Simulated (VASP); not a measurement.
# CaIr2S4 (I4/mmm) in VASP: further runs, part 2 of 2

VASP 6.6.1. The steps go on from the part before.

## Step 3: Relaxation of cell and atoms, PBE, collinear spin

This run uses another cell than the first one, of 20.00 Å³/atom.

Input file INCAR:

```
PREC = Accurate
ENCUT = 600
EDIFF = 1E-7
ISMEAR = 0
SIGMA = 0.15
LREAL = False
LASPH = True
NELM = 150
ALGO = Normal
ISIF = 3
LWAVE = False
LCHARG = False
ISPIN = 2
MAGMOM = 0 1 1 0 0 0 0
LORBIT = 11
LMAXMIX = 4
GGA = PE
IBRION = 2
NSW = 36
EDIFFG = -0.08
```

Input file KPOINTS:

```
regular mesh
0
Gamma
  3 3 3
```

Input file POSCAR:

```
CaIr2S4
1.0
   -3.4225934700      3.4225934700      2.9874931700
    3.4225934700     -3.4225934700      2.9874931700
    3.4225934700      3.4225934700     -2.9874931700
Ca Ir S
1 2 4
Direct
    0.0000000000      0.0000000000      0.0000000000
    0.7500000000      0.2500000000      0.5000000000
    0.2500000000      0.7500000000      0.5000000000
    0.2738148700      0.5000000000      0.7738148700
    0.5000000000      0.2738148700      0.7738148700
    0.5000000000      0.7261851300      0.2261851300
    0.7261851300      0.5000000000      0.2261851300
```

Potentials or basis: VASP PAW PBE potentials, release 64 (Ca_sv, Ir, S).

Started as:

```bash
> cat potpaw_PBE.64/Ca_sv/POTCAR potpaw_PBE.64/Ir/POTCAR potpaw_PBE.64/S/POTCAR > POTCAR
> mpirun -np 1 vasp_std > vasp.out
```

OUTCAR:

```text
PREC = Accurate
   ENCUT = 600
   EDIFF = 1E-7
   ISMEAR = 0
   LREAL = False
   LASPH = True
   NELM = 150
   ISIF = 3
   ISPIN = 2
   LORBIT = 11
   GGA = PE
   IBRION = 2
   NSW = 36
   EDIFFG = -0.08

 ion  position               nearest neighbor table
   1  0.000  0.000  0.000-
   2  0.750  0.250  0.500-   4 2.40   6 2.40   7 2.40   5 2.40   3 2.99   3 2.99
   3  0.250  0.750  0.500-   5 2.40   7 2.40   6 2.40   4 2.40   2 2.99   2 2.99
   4  0.274  0.500  0.774-   5 2.19   6 2.19   2 2.40   3 2.40
   5  0.500  0.274  0.774-   4 2.19   7 2.19   3 2.40   2 2.40
   6  0.500  0.726  0.226-   4 2.19   7 2.19   2 2.40   3 2.40
   7  0.726  0.500  0.226-   5 2.19   6 2.19   3 2.40   2 2.40

  LATTYP: Found a body centered tetragonal cell.
 ALAT       =     6.8451869400
 C/A-ratio  =     0.8728740928

  Lattice vectors:

 A1 = (  -3.4225934700,   3.4225934700,   2.9874931700)
[... 930 lines left out ...]

 val. band max:        4.8724328662   @ k =   0.3333   0.0000   0.0000
 cond. band min:       5.0503857174   @ k =  -0.3333   0.3333   0.0000
 fundamental gap:      0.1779528513
 Fermi energy:         4.8987070866

 spin component 1

 k-point     1 :       0.0000    0.0000    0.0000
  band No.  band energies     occupation
      1     -38.3337      1.00000
      2     -19.3060      1.00000
      3     -19.3060      1.00000
      4     -19.2129      1.00000
      5     -10.0510      1.00000
      6      -8.7271      1.00000
[... 446 lines left out ...]
  FREE ENERGIE OF THE ION-ELECTRON SYSTEM (eV)
  ---------------------------------------------------
  free  energy   TOTEN  =       -37.7247260997 eV

  energy  without entropy=      -37.6662033333  energy(sigma->0) =      -37.69546472

 reached required accuracy - stopping structural energy minimisation

 total charge

# of ion       s       p       d       tot
------------------------------------------
    1        2.013   5.818   0.154   7.985
    2        0.635   0.706   7.163   8.504
    3        0.635   0.706   7.163   8.504
    4        1.370   2.246   0.000   3.616
    5        1.370   2.246   0.000   3.616
    6        1.370   2.246   0.000   3.616
    7        1.370   2.246   0.000   3.616
--------------------------------------------------
tot          8.764  16.216  14.481  39.460

 magnetization (x)

# of ion       s       p       d       tot
------------------------------------------
    1       -0.000  -0.000  -0.000  -0.000
    2        0.000   0.000  -0.000  -0.000
    3        0.000   0.000  -0.000  -0.000
    4        0.000   0.000   0.000   0.000
    5        0.000   0.000   0.000   0.000
    6        0.000   0.000   0.000   0.000
    7        0.000   0.000   0.000   0.000
--------------------------------------------------
tot         -0.000   0.000  -0.000  -0.000
```

Wall time 7.9 min (1 thread of Intel Xeon 6975P-C (Granite Rapids), shared host); peak memory 0.44 GiB.

Results:

```yaml
Free_energy: -37.7247 eV
Relaxed_volume: 23.11 Å³/atom
Relaxed_cell: a = 6.134 Å, b = 6.134 Å, c = 6.134 Å, α = 100.64°, β = 100.64°, γ = 129.11°
Space_group_after_relaxing_to_0.1_Å: I4/mmm (No. 139)
Energy_gained_by_relaxing: 434.0 meV/atom
Ionic_steps: 8
Pressure_after_relaxing: -0.2 GPa
Largest_force_after_relaxing: 0.064 eV/Å
Band_gap_on_the_k_mesh: zero (filled and empty bands overlap)
Net_moment: 0.00 μB per cell
Valence_electrons_inside_the_program's_atomic_spheres: Ca 7.99; Ir 8.50; S 3.62
```

Forces on the atoms (eV/Å):
```
Ca   0.000  0.000  0.000
Ir   0.000  0.000  0.000
Ir   0.000  0.000  0.000
S    0.000  0.064  0.000
S    0.064  0.000  0.000
S   -0.064  0.000  0.000
S    0.000 -0.064  0.000
```

The path:
```
step  energy change (eV)  largest force (eV/Å)  pressure (GPa)  volume (Å³)
   1              0.0000                3.6328            0.13       139.98
   2             -2.0305                0.9707            9.47       139.71
   3             -2.0302                1.0423            9.68       139.70
   4             -2.9864                0.1120           -2.34       164.96
   5             -2.9878                0.0431           -1.96       163.69
   6             -3.0084                0.1996            1.16       161.50
   7             -3.0353                0.0972           -0.25       162.45
   8             -3.0377                0.0642           -0.16       161.74
```

Final structure:
```
Ca Ir S
1.0
    -3.91687    3.91687    2.63567
     3.91687   -3.91687    2.63567
     3.91687    3.91687   -2.63567
Ca Ir S
1 2 4
Direct
  0.00000 0.00000 0.00000
  0.75000 0.25000 0.50000
  0.25000 0.75000 0.50000
  0.24144 0.50000 0.74144
  0.50000 0.24144 0.74144
  0.50000 0.75856 0.25856
  0.75856 0.50000 0.25856
```

Levels at points of the mesh, in eV from the Fermi level:
Spin up:
```tsv
k point	band 24	band 25	band 26	band 27	band 28	band 29
(0.00, 0.00, 0.00)	-1.10	-1.10	-0.52	-0.08	0.60	1.38
```
Spin down:
| k point | band 22 | band 23 | band 24 | band 25 | band 26 | band 27 | band 28 | band 29 | band 30 | band 31 |
| --- | --- | --- | --- | --- | --- | --- | --- | --- | --- | --- |
| (0.00, 0.00, 0.00) | -2.10 | -1.25 | -1.10 | -1.10 | -0.52 | -0.08 | 0.60 | 1.38 | 1.38 | 1.55 |

Caveat: the k points lie up to 0.48 Å⁻¹ apart in the final cell; the volume moved by over 15 % at a fixed basis, so the end points are rough; spin-orbit coupling is left out, which moves the levels of the heavy elements; the relaxation stopped at a loose force limit of 0.08 eV/Å, so its end isn't a converged minimum.
